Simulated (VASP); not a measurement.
# Sn (P1) in VASP: single point with PBE

Aim: the single point of Sn with PBE.

Everything below comes from runs of VASP 6.6.1. Logs are shortened: lines on timing, memory, paths and dates and some standing lists are left out, and cuts for length are marked.

## (1) The cell of the first run

The typed cell holds 4 atoms: a = 8.852 Å, b = 4.426 Å, c = 4.426 Å, α = 97.45°, β = 97.45°, γ = 137.79°.

## (2) Single point, PBE

INCAR

```
SYSTEM = Sn
ALGO = Normal ; EDIFF = 1E-7
ENCUT = 520 ; GGA = PE
ISIF = 2 ; ISMEAR = -1
LASPH = .True. ; LCHARG = .False.
LREAL = .False. ; LWAVE = .False.
NBANDS = 36 ; NELM = 60
PREC = Accurate ; SIGMA = 0.08
```

KPOINTS

```
k-points
0
Gamma
  4 7 5
  0 0 0
```

POSCAR

```
Sn
1.0
   -5.8392881500      5.8392881500      3.1876000000
    2.9196440750     -2.9196440750      1.5938000000
    2.9196440750      2.9196440750     -1.5938000000
Sn
4
Direct
   -0.0007157734     -0.0056490129      0.0043085731
    0.4902069245     -0.0139917791     -0.0047041693
    0.3838868715      0.2658147842      0.4960938603
    0.8766220374      0.2538260335      0.5043018814
```

Potentials or basis: VASP PAW PBE potentials, release 64 (Sn_d).

Command:

```
$ cat potpaw_PBE.64/Sn_d/POTCAR > POTCAR
$ mpirun -np 1 vasp_std > vasp.out
```

OUTCAR:

```text
SYSTEM = Sn
   EDIFF = 1E-7
   ENCUT = 520
   GGA = PE
   ISIF = 2
   ISMEAR = -1
   LASPH = .True.
   LREAL = .False.
   NELM = 60
   PREC = Accurate

 ion  position               nearest neighbor table
   1  0.999  0.994  0.004-   4 3.01   3 3.02   4 3.03   4 3.05   2 3.16   2 3.22   4 3.75   3 3.75

   2  0.490  0.986  0.995-   3 2.98   3 3.02   3 3.03   4 3.08   1 3.16   1 3.22   4 3.71   3 3.73

   3  0.384  0.266  0.496-   2 2.98   1 3.02   2 3.02   2 3.03   4 3.13   4 3.24   2 3.73   1 3.75

   4  0.877  0.254  0.504-   1 3.01   1 3.03   1 3.05   2 3.08   3 3.13   3 3.24   2 3.71   1 3.75

  LATTYP: Found a base centered monoclinic cell.
 ALAT       =     6.6526746395
 B/A-ratio  =     0.8777354172
 C/A-ratio  =     0.9582912656
 COS(beta)  =    -0.4791456328

  Lattice vectors:

 A1 = (   2.9196440750,   2.9196440750,  -1.5938000000)
 A2 = (  -2.9196440750,   2.9196440750,  -1.5938000000)
 A3 = (   0.0000000000,   0.0000000000,   6.3752000000)

Analysis of symmetry for initial positions (statically):
=====================================================================
 Subroutine PRICEL returns:
 Original cell was already a primitive cell.

 Routine SETGRP: Setting up the symmetry group for a
 base centered monoclinic supercell.

 Subroutine GETGRP returns: Found  1 space group operations
 (whereof  1 operations were pure point group operations)
 out of a pool of  4 trial point group operations.

The static configuration has the point symmetry C_1 .

Analysis of symmetry for dynamics (positions and initial velocities):
=====================================================================
 Subroutine PRICEL returns:
 Original cell was already a primitive cell.

 Routine SETGRP: Setting up the symmetry group for a
 base centered monoclinic supercell.

 Subroutine GETGRP returns: Found  1 space group operations
 (whereof  1 operations were pure point group operations)
 out of a pool of  4 trial point group operations.

The dynamic configuration has the point symmetry C_1 .

 Subroutine INISYM returns: Found  1 space group operations
 (whereof  1 operations are pure point group operations),
 and found     1 'primitive' translations

----------------------------------------------------------------------------------------

                                     Primitive cell

  volume of cell :     108.6885

  direct lattice vectors                    reciprocal lattice vectors
    -5.839288150  5.839288150  3.187600000     0.000000000  0.085626876  0.156857824
     2.919644075 -2.919644075  1.593800000     0.171253751  0.000000000  0.313715648
     2.919644075  2.919644075 -1.593800000     0.171253751  0.171253751  0.000000000

  length of vectors
     8.851856639  4.425928320  4.425928320     0.178707411  0.357414822  0.242189378

  position of ions in fractional coordinates (direct lattice)
     0.999284227  0.994350987  0.004308573
     0.490206925  0.986008221  0.995295831
     0.383886872  0.265814784  0.496093860
     0.876622037  0.253826033  0.504301881

  ion indices of the primitive-cell ions
   primitive index   ion index
                 1           1
                 2           2
                 3           3
                 4           4

----------------------------------------------------------------------------------------

 KPOINTS: k-points

Automatic generation of k-mesh.
 Grid dimensions read from file:
 generate k-points for:    4    7    5

 Generating k-lattice:

  Cartesian coordinates                     Fractional coordinates (reciprocal lattice)
     0.000000000  0.021406719  0.039214456     0.250000000 -0.000000000  0.000000000
     0.024464822  0.000000000  0.044816521     0.000000000  0.142857143  0.000000000
     0.034250750  0.034250750  0.000000000     0.000000000  0.000000000  0.200000000

  Length of vectors
     0.044676853  0.051059260  0.048437876

  Shift w.r.t. Gamma in fractional coordinates (k-lattice)
     0.000000000  0.000000000  0.000000000

 -----------------------------------------------------------------------------
|                                                                             |
|           W    W    AA    RRRRR   N    N  II  N    N   GGGG   !!!           |
|           W    W   A  A   R    R  NN   N  II  NN   N  G    G  !!!           |
|           W    W  A    A  R    R  N N  N  II  N N  N  G       !!!           |
|           W WW W  AAAAAA  RRRRR   N  N N  II  N  N N  G  GGG   !            |
|           WW  WW  A    A  R   R   N   NN  II  N   NN  G    G                |
|           W    W  A    A  R    R  N    N  II  N    N   GGGG   !!!           |
|                                                                             |
|     Your reciprocal lattice and k-lattice belong to different lattice       |
|     classes:                                                                |
|                                                                             |
|        The reciprocal lattice is base-centered monoclinic,                  |
|        whereas your k-lattice is triclinic.                                 |
|                                                                             |
|     Results are often still useful ...                                      |
|                                                                             |
 -----------------------------------------------------------------------------

 WARNING: IBZKPT: internal override: KBLOWUP is changed to .FALSE.
      ... skipping the blow-up phase ...

 Subroutine IBZKPT returns following result:
 ===========================================

 Found     71 irreducible k-points:

 Following reciprocal coordinates:
            Coordinates               Weight
  0.000000  0.000000  0.000000      1.000000
  0.250000  0.000000  0.000000      2.000000
  0.500000  0.000000  0.000000      1.000000
  0.000000  0.142857 -0.000000      2.000000
  0.250000  0.142857 -0.000000      2.000000
  0.500000  0.142857 -0.000000      2.000000
[... 16 lines left out ...]
 -0.250000  0.142857  0.200000      2.000000
  0.000000  0.285714  0.200000      2.000000
 [... further k-points ...]
   k-points           NKPTS =     71   k-points in BZ     NKDIM =     71   number of bands    NBANDS=     36
   number of dos      NEDOS =    301   number of ions     NIONS =      4
   total plane-waves  NPLWV =  90720
   dimension x,y,z NGX =    70 NGY =   36 NGZ =   36
   dimension x,y,z NGXF=   140 NGYF=   72 NGZF=   72
   ions per type =               4
   NGX,Y,Z   is equivalent  to a cutoff of  13.15, 13.52, 13.52 a.u.
   NGXF,Y,Z  is equivalent  to a cutoff of  26.29, 27.04, 27.04 a.u.
 SYSTEM =  Sn
   PREC   = accura    normal or accurate (medium, high low for compatibility)
   ISTART =      0    job   : 0-new  1-cont  2-samecut
   ICHARG =      2    charge: 1-file 2-atom 10-const
   ISPIN  =      1    spin polarized calculation?
   LNONCOLLINEAR =      F non collinear calculations
   LSORBIT =      F    spin-orbit coupling
   LASPH  =      T    aspherical Exc in radial PAW
   ENCUT  =  520.0 eV  38.22 Ry    6.18 a.u.  16.46  8.23  8.23*2*pi/ulx,y,z
   NELM   =     60;   NELMIN=  2; NELMDL= -5     # of ELM steps
   EDIFF  = 0.1E-06   stopping-criterion for ELM
   LREAL  =      F    real-space projection
   EDIFFG = 0.1E-05   stopping-criterion for IOM
   NSW    =      0    number of steps for IOM
   IBRION =     -1    ionic relax: 0-MD 1-quasi-New 2-CG
   NFREE  =      0    steps in history (QN), initial steepest desc. (CG)
   ISIF   =      2    stress and relaxation
   ISYM   =      2    0-nonsym 1-usesym 2-fastsym
   POTIM  = 0.5000    time-step for ionic-motion
   TEBEG  =    0.0;   TEEND  =   0.0 temperature during run
   PSTRESS=    0.0 pullay stress
   NELECT =      56.0000    total number of electrons
   NUPDOWN=      -1.0000    fix difference up-down
   EMIN   =  10.00;   EMAX   =-10.00  energy-range for DOS
   EFERMI =   0.00;   METHOD = LEGACY
   ISMEAR =    -1;   SIGMA  =   0.08  broadening in eV -4-tet -1-fermi 0-gaus
   EFERMI_NEDOS =   21; number of points for ismear=-14 and -15
   IALGO  =     38    algorithm
   IMIX   =      4    mixing-type and parameters
     AMIX     =   0.40;   BMIX     =  1.00
     AMIX_MAG =   1.60;   BMIX_MAG =  1.00
  volume/ion in A,a.u.               =      27.17       183.37
  Fermi-wavevector in a.u.,A,eV,Ry     =   1.312430  2.480134 23.435677  1.722474
  Thomas-Fermi vector in A             =   2.442823
   LORBIT       =      0    0 simple, 1 ext, 2 COOP (PROOUT), +10 PAW based schemes
   GGA     = PE    functional components
   LHFCALC =     F    Hartree Fock is set to
   AEXX    =    0.0000 exact exchange contribution
   IVDW    =     0    specifies the selected vdW correction
   LEPSILON=     F    determine dielectric tensor
   LRPA    =     F    only Hartree local field effects (RPA)
 non-spin polarized calculation
  energy-cutoff  :      520.00
  volume of cell :      108.69
 maximum number of plane-waves:      2941
 NGX is ok and might be reduce to    70
   NGX = 33   NGY = 17   NGZ = 17

 number of electron      56.0000007 magnetization

 Free energy of the ion-electron system (eV)
  ---------------------------------------------------
  ext. energy  EPLUGINS =         0.00000000
  ---------------------------------------------------
  free energy    TOTEN  =       -15.17437911 eV

  energy without entropy =      -15.12917457  energy(sigma->0) =      -15.15177684

 E-fermi :   7.9297     XC(G=0): -10.2983

 val. band max:        7.9094826661   @ k =   0.5000   0.1429  -0.0000
 cond. band min:       7.9387984944   @ k =  -0.2500   0.0000   0.2000
 fundamental gap:      0.0293158283
 Fermi energy:         7.9296941935

 k-point     1 :       0.0000    0.0000    0.0000
  band No.  band energies     occupation
      1     -13.6980      2.00000
      2     -13.6278      2.00000
      3     -13.6109      2.00000
      4     -13.5680      2.00000
      5     -13.5601      2.00000
      6     -13.5490      2.00000
[... 28 lines left out ...]
     35      14.2498      0.00000
     36      14.7769      0.00000
[... 866 lines left out ...]
      6     -13.5238      2.00000
[... 28 lines left out ...]
     35      12.6381      0.00000
     36      13.1617      0.00000

 [... further k-points ...]

------------------------ aborting loop because EDIFF is reached ----------------------------------------

  FORCE on cell =-STRESS in cart. coord.  units (eV):
  Direction    XX          YY          ZZ          XY          YZ          ZX
  --------------------------------------------------------------------------------------
  -------------------------------------------------------------------------------------
  Total        2.3307273      1.6090243      1.0912220     -0.3233057      0.1231001      0.1347080
  in kB       34.3572517     23.7186275     16.0857040     -4.7658494      1.8146183      1.9857309
  external PRESSURE =      24.7205278 kB  Pullay stress =       0.0000000 kB

 VOLUME and BASIS-vectors are now :
 -----------------------------------------------------------------------------
  energy-cutoff  :      520.00
  volume of cell :      108.69
      direct lattice vectors                 reciprocal lattice vectors
    -5.839288150  5.839288150  3.187600000     0.000000000  0.085626876  0.156857824
     2.919644075 -2.919644075  1.593800000     0.171253751  0.000000000  0.313715648
     2.919644075  2.919644075 -1.593800000     0.171253751  0.171253751  0.000000000

 POSITION                                       TOTAL-FORCE (eV/Angst)
 -----------------------------------------------------------------------------------
     -2.91938      2.94454      4.76325         0.052406     -0.073693     -0.051562
      2.92224      2.88958      1.54778        -0.087593      0.032228      0.083203
     -0.01712      2.91396      0.85666         0.095946      0.074122     -0.065439
     -2.90539      5.85015      2.39511        -0.060759     -0.032656      0.033798
 -----------------------------------------------------------------------------------
    total drift:                                0.000050      0.000041      0.000072

  FREE ENERGIE OF THE ION-ELECTRON SYSTEM (eV)
  ---------------------------------------------------
  free  energy   TOTEN  =       -15.1743791095 eV

  energy  without entropy=      -15.1291745683  energy(sigma->0) =      -15.15177684
```

It took 3.2 min on 1 thread of Intel Xeon 6975P-C (Granite Rapids), shared host; peak memory 0.4 GiB.

What came out:

```
Free energy            : -15.1744 eV
Pressure               : 2.5 GPa
Largest force          : 0.138 eV/Å
Band gap on the k mesh : zero (bands 28 and 29 overlap by 2.82 eV)
```

Forces in eV/Å, atoms in the order of the input:
```
Sn   0.052 -0.074 -0.052
Sn  -0.088  0.032  0.083
Sn   0.096  0.074 -0.065
Sn  -0.061 -0.033  0.034
```

Caveat: spin-orbit coupling is left out, which moves the levels of the heavy elements.

The gap in the log of VASP goes by the Fermi energy; the results here count the filled bands.